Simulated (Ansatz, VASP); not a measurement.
# BaTiO3: VASP beside Ansatz

Contents of POSCAR:

```
BaTiO3
1.0
    3.9951440287      0.0000000000      0.0000000000
    0.0000000000      2.8424767306      2.8480072403
    0.0000000000     -2.8424767306      2.8480072403
Ba Ti O
1 1 3
Direct
    0.0000000000      0.0044061011      0.0044061011
    0.5000000000      0.5135753575      0.5135753575
    0.0000000000      0.4157107932      0.4157107932
    0.5000000000      0.4954342957      0.9880908444
    0.5000000000      0.9880908444      0.4954342957
```

INCAR.step1

```
SYSTEM = BaTiO3
PREC = Accurate ; ENCUT = 520
ISMEAR = 0 ; SIGMA = 0.05
LREAL = .False. ; LASPH = .True.
NELM = 150 ; LMAXMIX = 4
LDAU = .True. ; LDAUTYPE = 2
LDAUL = -1 2 -1 ; LDAUU = 0 4 0
LDAUJ = 0 0 0 ; NBANDS = 28
GGA = PE ; ALGO = Normal
EDIFF = 1E-4 ; LWAVE = .True.
LCHARG = .False.
```

The input INCAR.step2:

```
SYSTEM = BaTiO3
PREC = Accurate ; ENCUT = 520
EDIFF = 1E-6 ; ISMEAR = 0
SIGMA = 0.05 ; LREAL = .False.
LASPH = .True. ; NELM = 150
ALGO = Normal ; ISIF = 2
LWAVE = .False. ; LCHARG = .False.
LMAXMIX = 4 ; LDAU = .True.
LDAUTYPE = 2 ; LDAUL = -1 2 -1
LDAUU = 0 4 0 ; LDAUJ = 0 0 0
LDAUPRINT = 1 ; METAGGA = R2SCAN
LMIXTAU = .True. ; NBANDS = 28
ISTART = 1
```

File KPOINTS:

```
Automatic mesh
0
Gamma
  6 6 6
  0 0 0
```

Input for Ansatz:

```yaml
crystal:
  lattice:
    - [3.9951440287, 0.0, 0.0]
    - [0.0, 2.8424767306, 2.8480072403]
    - [0.0, -2.8424767306, 2.8480072403]
  atoms:
    - { symbol: Ba, position: [0.0, 0.0044061011, 0.0044061011] }
    - { symbol: Ti, position: [0.5, 0.5135753575, 0.5135753575] }
    - { symbol: O, position: [0.0, 0.4157107932, 0.4157107932] }
    - { symbol: O, position: [0.5, 0.4954342957, 0.9880908444] }
    - { symbol: O, position: [0.5, 0.9880908444, 0.4954342957] }
basis:
  ecutwfc: 500
kpoints:
  mp_grid: { grid: [6, 6, 6] }
hamiltonian:
  xc: r2scan
  hubbard: { sites: [{ species: Ti, l: d, u_eff: 4.0 }] }
scf:
  occupations: { method: gaussian, width: 0.05 }
output:
  forces: true
  stress: true
  eigenvalues: true
```

Alike in both runs: task single point; functional r2SCAN; k mesh 6 × 6 × 6; occupations gaussian, width 0.05 eV; no spin polarisation; Hubbard terms Ti d U = 4.0 eV.

|  | VASP | Ansatz |
| --- | --- | --- |
| version | VASP 6.6.1 | Ansatz 0.2.0 |
| potentials or method | VASP PAW PBE potentials, release 64 (Ba_sv, Ti_sv, O), cutoff 520 eV | scalar-relativistic, plane waves, PAW |
| valence electrons in the cell | 40 | 40 |

|  | VASP | Ansatz | Ansatz less VASP |
| --- | --- | --- | --- |
| gap on the k mesh at the Fermi level (eV) | 2.66 | 2.66 | +0.001 |
| least direct gap on the mesh (eV) | 3.21 | 3.18 | -0.023 |
| pressure (GPa) | 5.6 | 1.5 | -4.12 |
| traceless stress, the component that is largest in VASP (GPa) | 5.00 | 3.72 | -1.283 |
| rms of the force components (eV/Å) | 1.196 | 1.117 | -0.0786 |

VASP's potentials were made for PBE, not for r2SCAN. The programs project onto different local orbitals, so the same U acts differently, and such runs can settle in different states. Atom by atom the forces differ by 0.220 eV/Å (rms over components).

Neither program's run includes spin-orbit coupling.
